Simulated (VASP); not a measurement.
Write the native input for VASP 6.6.1 that does the following.

```
Task                   : single point
Functional             : PBE
Potentials or basis    : VASP PAW PBE potentials, release 64 (Y_sv, Ag, C, N)
Cutoff                 : 520 eV
k mesh                 : 4 × 4 × 4
Occupations            : gaussian, width 0.02 eV
Spin                   : no spin polarisation
Dipole correction      : no
Further INCAR settings : ALGO = Normal; EDIFF = 1e-06; NBANDS = 40
```

The structure of YAgC4N4 lies in POSCAR:

```
YAgC4N4
1.0
    6.6906722140      0.0000000000      0.0000000000
    0.0000000000      6.6906722140      0.0000000000
    0.0000000000      0.0000000000      6.6906722140
Y Ag C N
1 1 4 4
Direct
    0.0000000000      0.0000000000      0.0000000000
    0.5000000000      0.5000000000      0.5000000000
    0.2058911738      0.2058911738      0.2058911738
    0.2058911738      0.7941088262      0.7941088262
    0.7941088262      0.2058911738      0.7941088262
    0.7941088262      0.7941088262      0.2058911738
    0.3066181801      0.3066181801      0.3066181801
    0.3066181801      0.6933818199      0.6933818199
    0.6933818199      0.3066181801      0.6933818199
    0.6933818199      0.6933818199      0.3066181801
```

One way to write it, as run:

INCAR

```
PREC = Accurate
ENCUT = 520
EDIFF = 1E-6
ISMEAR = 0
SIGMA = 0.02
LREAL = F
LASPH = T
NELM = 80
ALGO = Normal
ISIF = 2
LWAVE = F
LCHARG = F
GGA = PE
NBANDS = 40
```

KPOINTS

```
Automatic mesh
0
Gamma
  4 4 4
```

Potentials or basis: VASP PAW PBE potentials, release 64 (Y_sv, Ag, C, N).

Launch:

```sh
$ cat potpaw_PBE.64/Y_sv/POTCAR potpaw_PBE.64/Ag/POTCAR potpaw_PBE.64/C/POTCAR potpaw_PBE.64/N/POTCAR > POTCAR
$ mpirun -np 1 vasp_std > vasp.out
```

Results of the run:

The pressure is 0.2 GPa and the largest force is 0.424 eV/Å. The band gap on the k mesh is 2.72 eV (least direct gap 2.74 eV).

It took 2 min on 1 thread of Intel(R) Xeon(R) Platinum 8488C (Sapphire Rapids) (shared host), peak memory 0.43 GiB.
